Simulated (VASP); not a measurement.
# BaTe (I4/mmm) in VASP: settings compared

BaTe is run at these levels: HSE06, PBE; tasks: single point.

Program: VASP 6.6.1. These are calculated values, not measurements. Logs are shortened: lines on timing, memory, paths and dates and some standing lists are left out, and cuts for length are marked.

## Step 1: The cell of the first run

It takes space group I4/mmm (No. 139, tetragonal). Conventional cell: a = 5.145 Å, b = 5.145 Å, c = 7.007 Å, α = 90.00°, β = 90.00°, γ = 90.00°. Within 4.6 Å of Ba (site symmetry 4/mmm) lie 6 Te at 3.50 to 3.64 Å. Within 4.6 Å of Te (site symmetry 4/mmm) lie 6 Ba at 3.50 to 3.64 Å.

## Step 2: Single point, HSE06 (epitaxial xy strain +3.0%)

POSCAR

```
BaTe
1.0
    0.0000000000      3.6383584296      3.5033386564
    3.6383584296      0.0000000000      3.5033386564
    3.6383584296      3.6383584296      0.0000000000
Ba Te
1 1
Direct
    0.0000000000      0.0000000000      0.0000000000
    0.5000000000      0.5000000000      0.5000000000
```

INCAR.step1

```
SYSTEM = BaTe
PREC = Accurate
ENCUT = 520
EDIFF = 1E-5
ISMEAR = 0
SIGMA = 0.01
LREAL = .False.
LASPH = .True.
NELM = 60
ALGO = Normal
ISIF = 2
LWAVE = .True.
LCHARG = .False.
NBANDS = 15
GGA = PE
```

INCAR.step2

```
SYSTEM = BaTe
PREC = Accurate
ENCUT = 520
EDIFF = 1E-6
ISMEAR = 0
SIGMA = 0.01
LREAL = .False.
LASPH = .True.
NELM = 60
ALGO = Normal
ISIF = 2
LWAVE = .False.
LCHARG = .False.
GGA = PE
LHFCALC = .True.
HFSCREEN = 0.2079
PRECFOCK = Normal
NBANDS = 15
ISTART = 1
```

KPOINTS

```
regular mesh
0
Gamma
  4 4 4
  0 0 0
```

Potentials or basis: VASP PAW PBE potentials, release 64 (Ba_sv, Te).

The run is started by

```bash
cat potpaw_PBE.64/Ba_sv/POTCAR potpaw_PBE.64/Te/POTCAR > POTCAR
cp INCAR.step1 INCAR
mpirun -np 1 vasp_std > vasp.out
cp INCAR.step2 INCAR
mpirun -np 1 vasp_std > vasp.out
```

OUTCAR:

```text
SYSTEM = BaTe
   PREC = Accurate
   ENCUT = 520
   EDIFF = 1E-6
   ISMEAR = 0
   LREAL = .False.
   LASPH = .True.
   NELM = 60
   ISIF = 2
   GGA = PE
   LHFCALC = .True.
   HFSCREEN = 0.2079
   PRECFOCK = Normal
   ISTART = 1

 ion  position               nearest neighbor table
   1  0.000  0.000  0.000-   2 3.50   2 3.50   2 3.64   2 3.64   2 3.64   2 3.64
   2  0.500  0.500  0.500-   1 3.50   1 3.50   1 3.64   1 3.64   1 3.64   1 3.64

  LATTYP: Found a body centered tetragonal cell.
 ALAT       =     5.1454158359
 C/A-ratio  =     1.3617319836

  Lattice vectors:

 A1 = (   0.0000000000,  -3.6383584296,  -3.5033386564)
 A2 = (   0.0000000000,   3.6383584296,  -3.5033386564)
 A3 = (   3.6383584296,   0.0000000000,   3.5033386564)

Analysis of symmetry for initial positions (statically):
=====================================================================
 Subroutine PRICEL returns:
 Original cell was already a primitive cell.

 Routine SETGRP: Setting up the symmetry group for a
 body centered tetragonal supercell.

 Subroutine GETGRP returns: Found 16 space group operations
 (whereof 16 operations were pure point group operations)
 out of a pool of 16 trial point group operations.

The static configuration has the point symmetry D_4h.

Analysis of symmetry for dynamics (positions and initial velocities):
=====================================================================
 Subroutine PRICEL returns:
 Original cell was already a primitive cell.

 Routine SETGRP: Setting up the symmetry group for a
 body centered tetragonal supercell.

 Subroutine GETGRP returns: Found 16 space group operations
 (whereof 16 operations were pure point group operations)
 out of a pool of 16 trial point group operations.

The dynamic configuration has the point symmetry D_4h.

 Subroutine INISYM returns: Found 16 space group operations
 (whereof 16 operations are pure point group operations),
 and found     1 'primitive' translations

----------------------------------------------------------------------------------------

                                     Primitive cell

  volume of cell :      92.7520

  direct lattice vectors                    reciprocal lattice vectors
     0.000000000  3.638358430  3.503338656    -0.137424613  0.137424613  0.142721001
     3.638358430  0.000000000  3.503338656     0.137424613 -0.137424613  0.142721001
     3.638358430  3.638358430  0.000000000     0.137424613  0.137424613 -0.142721001

  length of vectors
     5.050844860  5.050844860  5.145415836     0.241123066  0.241123066  0.241123066

  position of ions in fractional coordinates (direct lattice)
     0.000000000  0.000000000  0.000000000
     0.500000000  0.500000000  0.500000000

  ion indices of the primitive-cell ions
   primitive index   ion index
                 1           1
                 2           2

----------------------------------------------------------------------------------------

 KPOINTS: regular mesh

Automatic generation of k-mesh.
 Grid dimensions read from file:
 generate k-points for:    4    4    4

 Generating k-lattice:

  Cartesian coordinates                     Fractional coordinates (reciprocal lattice)
    -0.034356153  0.034356153  0.035680250     0.250000000 -0.000000000  0.000000000
     0.034356153 -0.034356153  0.035680250    -0.000000000  0.250000000  0.000000000
     0.034356153  0.034356153 -0.035680250     0.000000000  0.000000000  0.250000000

  Length of vectors
     0.060280766  0.060280766  0.060280766

  Shift w.r.t. Gamma in fractional coordinates (k-lattice)
     0.000000000  0.000000000  0.000000000

 Subroutine IBZKPT returns following result:
 ===========================================

 Found     13 irreducible k-points:

 Following reciprocal coordinates:
            Coordinates               Weight
  0.000000  0.000000  0.000000      1.000000
  0.250000  0.000000  0.000000      8.000000
  0.500000  0.000000  0.000000      4.000000
  0.250000  0.250000  0.000000      2.000000
  0.500000  0.250000  0.000000      8.000000
 -0.250000  0.250000  0.000000      4.000000
  0.500000  0.500000  0.000000      1.000000
  0.250000  0.000000  0.250000      4.000000
  0.500000  0.000000  0.250000     16.000000
 -0.250000 -0.000000  0.250000      8.000000
 -0.250000  0.500000  0.250000      4.000000
  0.500000  0.000000  0.500000      2.000000
 -0.250000  0.250000  0.500000      2.000000
   k-points           NKPTS =     13   k-points in BZ     NKDIM =     64   number of bands    NBANDS=     15
   number of dos      NEDOS =    301   number of ions     NIONS =      2
   total plane-waves  NPLWV =  64000
   dimension x,y,z NGX =    40 NGY =   40 NGZ =   40
   dimension x,y,z NGXF=    80 NGYF=   80 NGZF=   80
   ions per type =               1   1
   NGX,Y,Z   is equivalent  to a cutoff of  13.17, 13.17, 12.92 a.u.
   NGXF,Y,Z  is equivalent  to a cutoff of  26.33, 26.33, 25.85 a.u.
 SYSTEM =  BaTe
   PREC   = accura    normal or accurate (medium, high low for compatibility)
   ISTART =      1    job   : 0-new  1-cont  2-samecut
   ICHARG =      0    charge: 1-file 2-atom 10-const
   ISPIN  =      1    spin polarized calculation?
   LNONCOLLINEAR =      F non collinear calculations
   LSORBIT =      F    spin-orbit coupling
   LASPH  =      T    aspherical Exc in radial PAW
   ENCUT  =  520.0 eV  38.22 Ry    6.18 a.u.   9.39  9.39  9.57*2*pi/ulx,y,z
   NELM   =     60;   NELMIN=  2; NELMDL=  0     # of ELM steps
   EDIFF  = 0.1E-05   stopping-criterion for ELM
   LREAL  =      F    real-space projection
   EDIFFG = 0.1E-04   stopping-criterion for IOM
   NSW    =      0    number of steps for IOM
   IBRION =     -1    ionic relax: 0-MD 1-quasi-New 2-CG
   NFREE  =      0    steps in history (QN), initial steepest desc. (CG)
   ISIF   =      2    stress and relaxation
   ISYM   =      3    0-nonsym 1-usesym 2-fastsym
   POTIM  = 0.5000    time-step for ionic-motion
   TEBEG  =    0.0;   TEEND  =   0.0 temperature during run
   PSTRESS=    0.0 pullay stress
   NELECT =      16.0000    total number of electrons
   NUPDOWN=      -1.0000    fix difference up-down
   EMIN   =  10.00;   EMAX   =-10.00  energy-range for DOS
   EFERMI =   0.00;   METHOD = LEGACY
   ISMEAR =     0;   SIGMA  =   0.01  broadening in eV -4-tet -1-fermi 0-gaus
   EFERMI_NEDOS =   21; number of points for ismear=-14 and -15
   IALGO  =     38    algorithm
   IMIX   =      1    mixing-type and parameters
     AMIX     =   0.40;   BMIX     =  1.00
     AMIX_MAG =   1.60;   BMIX_MAG =  1.00
  volume/ion in A,a.u.               =      46.38       312.96
  Fermi-wavevector in a.u.,A,eV,Ry     =   0.911326  1.722157 11.299846  0.830515
  Thomas-Fermi vector in A             =   2.035592
   LORBIT       =      0    0 simple, 1 ext, 2 COOP (PROOUT), +10 PAW based schemes
   GGA     = PE    functional components
   LHFCALC =     T    Hartree Fock is set to
   PRECFOCK=normal    Normal, Fast or Accurate (Low or Medium for compatibility)
   ENCUT4O =  -1.0   cutoff for four orbital integrals eV
   NKREDX  =     1    reduce k-point grid by
   NKREDY  =     1    reduce k-point grid by
   NKREDZ  =     1    reduce k-point grid by
   AEXX    =    0.2500 exact exchange contribution
   HFSCREEN=    0.2079 screening length (either q_TF or 0.3 A-1)
   HFSCREENC=   0.2079 screening length for correlation (either q_TF or 0.3 A-1)
   ENCUTFOCK=  -1.0 apply spherical cutoff to Coloumb kernel
   IVDW    =     0    specifies the selected vdW correction
   LEPSILON=     F    determine dielectric tensor
   LRPA    =     F    only Hartree local field effects (RPA)
 non-spin polarized calculation
 Gauss-broadening in eV      SIGMA  =   0.01
  energy-cutoff  :      520.00
  volume of cell :       92.75
 maximum number of plane-waves:      2541
 NGX is ok and might be reduce to    40
  NGX = 30; NGY = 30; NGZ = 30

 number of electron      16.0000000 magnetization

 Free energy of the ion-electron system (eV)
  ---------------------------------------------------
  ext. energy  EPLUGINS =         0.00000000
  ---------------------------------------------------
  free energy    TOTEN  =        -9.76620137 eV

  energy without entropy =       -9.76620137  energy(sigma->0) =       -9.76620137

 E-fermi :   1.4776     XC(G=0):  -6.6683

 val. band max:        1.3378686590   @ k =   0.0000   0.0000   0.0000
 cond. band min:       3.6878917666   @ k =   0.5000   0.5000   0.0000
 fundamental gap:      2.3500231076
 Fermi energy:         1.4776071140

 k-point     1 :       0.0000    0.0000    0.0000
  band No.  band energies     occupation
      1     -27.8456      2.00000
      2     -11.9248      2.00000
      3     -11.9193      2.00000
      4     -11.9193      2.00000
      5      -8.9223      2.00000
      6       1.2746      2.00000
      7       1.2746      2.00000
      8       1.3379      2.00000
      9       4.5950      0.00000
     10       5.0260      0.00000
     11       5.0260      0.00000
     12       5.2575      0.00000
     13       5.5768      0.00000
     14       5.7812      0.00000
     15       9.0991      0.00000

 k-point     2 :       0.2500    0.0000    0.0000
  band No.  band energies     occupation
      1     -27.8407      2.00000
      2     -12.1039      2.00000
      3     -11.9266      2.00000
      4     -11.9220      2.00000
      5      -8.5914      2.00000
      6      -0.0140      2.00000
      7       0.6971      2.00000
      8       0.6974      2.00000
      9       5.1744      0.00000
     10       5.7649      0.00000
     11       5.8459      0.00000
     12       6.5044      0.00000
     13       6.9633      0.00000
     14       7.3056      0.00000
     15      10.2391      0.00000
[... 167 lines left out ...]
      3     -11.9969      2.00000
      4     -11.9743      2.00000
      5      -8.7080      2.00000
      6       0.0330      2.00000
      7       0.8902      2.00000
      8       0.9193      2.00000
      9       3.6954      0.00000
     10       6.3149      0.00000
     11       6.6506      0.00000
     12       7.5178      0.00000
     13       7.7569      0.00000
     14       7.9475      0.00000
     15       9.7262      0.00000

 k-point    13 :      -0.2500    0.2500    0.5000
  band No.  band energies     occupation
      1     -27.8331      2.00000
      2     -12.0660      2.00000
      3     -12.0298      2.00000
      4     -12.0298      2.00000
      5      -8.4826      2.00000
      6      -0.0302      2.00000
      7       0.2824      2.00000
      8       0.2824      2.00000
      9       5.7854      0.00000
     10       5.7854      0.00000
     11       6.6770      0.00000
     12       6.9705      0.00000
     13       7.7739      0.00000
     14      10.3335      0.00000
     15      10.3433      0.00000

------------------------ aborting loop because EDIFF is reached ----------------------------------------

  FORCE on cell =-STRESS in cart. coord.  units (eV):
  Direction    XX          YY          ZZ          XY          YZ          ZX
  --------------------------------------------------------------------------------------
  -------------------------------------------------------------------------------------
  Total       -1.1110657     -1.1110657     -0.0045127      0.0000000     -0.0000000      0.0000000
  in kB      -19.1923096    -19.1923096     -0.0779511      0.0000000     -0.0000000      0.0000000
  external PRESSURE =     -12.8208568 kB  Pullay stress =       0.0000000 kB

 VOLUME and BASIS-vectors are now :
 -----------------------------------------------------------------------------
  energy-cutoff  :      520.00
  volume of cell :       92.75
      direct lattice vectors                 reciprocal lattice vectors
     0.000000000  3.638358430  3.503338656    -0.137424613  0.137424613  0.142721001
     3.638358430  0.000000000  3.503338656     0.137424613 -0.137424613  0.142721001
     3.638358430  3.638358430  0.000000000     0.137424613  0.137424613 -0.142721001

 POSITION                                       TOTAL-FORCE (eV/Angst)
 -----------------------------------------------------------------------------------
      0.00000      0.00000      0.00000         0.000000      0.000000     -0.000000
      3.63836      3.63836      3.50334         0.000000      0.000000      0.000000
 -----------------------------------------------------------------------------------
    total drift:                                0.000000     -0.000000      0.000000

  FREE ENERGIE OF THE ION-ELECTRON SYSTEM (eV)
  ---------------------------------------------------
  free  energy   TOTEN  =        -9.7662013685 eV

  energy  without entropy=       -9.7662013685  energy(sigma->0) =       -9.76620137
```

Run time: 23 min. Hardware: 1 thread of Intel Xeon Platinum 8259CL at 2.50GHz (Skylake/Cascade Lake), shared host; peak memory 0.36 GiB.

Results:

| Property | Result |
| --- | --- |
| Free energy | -9.7662 eV |
| Pressure | -1.3 GPa |
| Band gap on the k mesh | 2.35 eV (least direct gap 2.78 eV) |

Stress tensor (GPa, compression positive):
```
-1.92  0.00  0.00
 0.00 -1.92  0.00
 0.00  0.00 -0.01
```

Levels at points of the mesh, in eV from the valence-band top:
| k point | band 5 | band 6 | band 7 | band 8 | band 9 | band 10 | band 11 | band 12 |
| --- | --- | --- | --- | --- | --- | --- | --- | --- |
| (0.00, 0.00, 0.00) | -10.26 | -0.06 | -0.06 | 0.00 | 3.26 | 3.69 | 3.69 | 3.92 |
| (0.50, 0.00, 0.00) | -9.61 | -2.23 | -1.09 | -1.06 | 4.74 | 5.50 | 5.68 | 5.76 |
| (0.50, 0.50, 0.00) | -10.03 | -1.17 | -0.52 | -0.52 | 2.35 | 5.10 | 5.25 | 6.27 |
| (0.50, 0.00, 0.50) | -10.05 | -1.30 | -0.45 | -0.42 | 2.36 | 4.98 | 5.31 | 6.18 |

Caveat: the cell differs from its parent crystal (epitaxial xy strain +3.0%); the PAW data sets were made with another functional, which shifts forces and pressure a little; spin-orbit coupling is left out, which moves the levels of the heavy elements.

## Step 3: Single point, PBE (epitaxial xy strain +3.0%)

INCAR

```
PREC = Accurate ; ENCUT = 520
EDIFF = 1E-6 ; ISMEAR = 0
SIGMA = 0.01 ; LREAL = False
LASPH = True ; NELM = 80
ALGO = Normal ; ISIF = 2
LWAVE = False ; LCHARG = False
GGA = PE ; NBANDS = 15
```

KPOINTS

```
regular mesh
0
Gamma
  4 4 4
```

POSCAR is that of step 2.

Potentials or basis: VASP PAW PBE potentials, release 64 (Ba_sv, Te).

The run is started by

```bash
cat potpaw_PBE.64/Ba_sv/POTCAR potpaw_PBE.64/Te/POTCAR > POTCAR
mpirun -np 1 vasp_std > vasp.out
```

Wall time 29 s (1 thread of Intel Xeon 8259CL, shared host); peak memory 0.24 GiB.

The run converged. Its results:

| Item | Value |
| --- | --- |
| Free energy | -8.5960 eV |
| Pressure | -0.9 GPa |
| Band gap on the k mesh | 1.62 eV (least direct gap 2.00 eV) |

Stress tensor (GPa, compression positive):
```
-1.54  0.00  0.00
 0.00 -1.54  0.00
 0.00  0.00  0.37
```

Levels at points of the mesh, in eV from the valence-band top:
```
           k point  band 5  band 6  band 7  band 8  band 9  band 10  band 11  band 12
(0.00, 0.00, 0.00)   -9.43   -0.07   -0.07    0.00    2.52     2.83     2.83     3.05
(0.50, 0.00, 0.00)   -8.88   -2.09   -1.05   -1.03    4.02     4.50     4.63     4.70
(0.50, 0.50, 0.00)   -9.24   -1.06   -0.48   -0.48    1.62     4.25     4.29     5.26
(0.50, 0.00, 0.50)   -9.25   -1.19   -0.42   -0.38    1.62     4.08     4.41     5.17
```

Caveat: the cell differs from its parent crystal (epitaxial xy strain +3.0%); spin-orbit coupling is left out, which moves the levels of the heavy elements.

## Step 4: Single point, PBE (epitaxial xy strain +3.0%)

INCAR

```
ALGO     = Normal         # electronic algorithm
EDIFF    = 1E-7           # SCF threshold, eV
ENCUT    = 520            # plane-wave cutoff, eV
GGA      = PE             # functional
ISIF     = 2              # what is computed and relaxed
ISMEAR   = -1             # smearing method
LASPH    = True           # aspherical terms in the spheres
LCHARG   = True           # write CHGCAR
LELF     = True           # ELF
LREAL    = False          # projectors in reciprocal space
LVHAR    = True         
LWAVE    = False          # write WAVECAR
NBANDS   = 15             # bands
NELM     = 80             # most SCF steps
PREC     = Accurate       # precision mode
SIGMA    = 0.02           # smearing width, eV
```

KPOINTS

```
k-points
0
Gamma
  6 6 6
```

POSCAR is that of step 3.

The run is started by

```bash
cat potpaw_PBE.64/Ba_sv/POTCAR potpaw_PBE.64/Te/POTCAR > POTCAR
mpirun -np 1 vasp_std > vasp.out
```

Run time: 85 s. Hardware: 1 thread of Intel Xeon 8259CL, shared host; peak memory 0.26 GiB.

The run converged. Its results:

```
Free energy            : -8.6032 eV
Pressure               : -0.9 GPa
Band gap on the k mesh : 1.62 eV (least direct gap 2.00 eV)
```

Stress tensor (GPa, compression positive):
```
-1.58  0.00  0.00
 0.00 -1.58  0.00
 0.00  0.00  0.33
```

Levels at points of the mesh, in eV from the valence-band top:
| k point | band 4 | band 5 | band 6 | band 7 | band 8 | band 9 | band 10 | band 11 | band 12 | band 13 |
| --- | --- | --- | --- | --- | --- | --- | --- | --- | --- | --- |
| (0.00, 0.00, 0.00) | -12.41 | -9.43 | -0.07 | -0.07 | 0.00 | 2.52 | 2.84 | 2.84 | 3.06 | 3.38 |
| (0.50, 0.00, 0.00) | -12.42 | -8.88 | -2.08 | -1.04 | -1.03 | 4.02 | 4.51 | 4.64 | 4.71 | 6.58 |
| (0.50, 0.50, 0.00) | -12.48 | -9.24 | -1.06 | -0.48 | -0.48 | 1.62 | 4.26 | 4.30 | 5.27 | 5.39 |
| (0.50, 0.00, 0.50) | -12.46 | -9.25 | -1.19 | -0.42 | -0.37 | 1.63 | 4.09 | 4.42 | 5.17 | 5.33 |

Caveat: the cell differs from its parent crystal (epitaxial xy strain +3.0%); spin-orbit coupling is left out, which moves the levels of the heavy elements. A k mesh can miss the band edges.

## Step 5: Overview

```csv
level,k mesh,smearing,grid for exact exchange (PRECFOCK),share of exact exchange,screening parameter,gap on the mesh (eV),pressure (GPa)
HSE06,4 × 4 × 4,gaussian 0.01 eV,Normal,0.25,0.2079 1/Å,2.35,-1.3
PBE,4 × 4 × 4,gaussian 0.01 eV,-,-,-,1.62,-0.9
PBE,6 × 6 × 6,fermi-dirac 0.02 eV,-,-,-,1.62,-0.9
```

Alike in all rows: task single point; potentials or basis VASP PAW PBE potentials, release 64 (Ba_sv, Te); no spin polarisation; cell as given; cutoff (eV) 520.

Caveats: spin-orbit coupling is left out, which moves the levels of the heavy elements; the PAW data sets were made with another functional, which shifts forces and pressure a little (at least some runs).

Absolute energies hang on the potentials; compare differences alone.
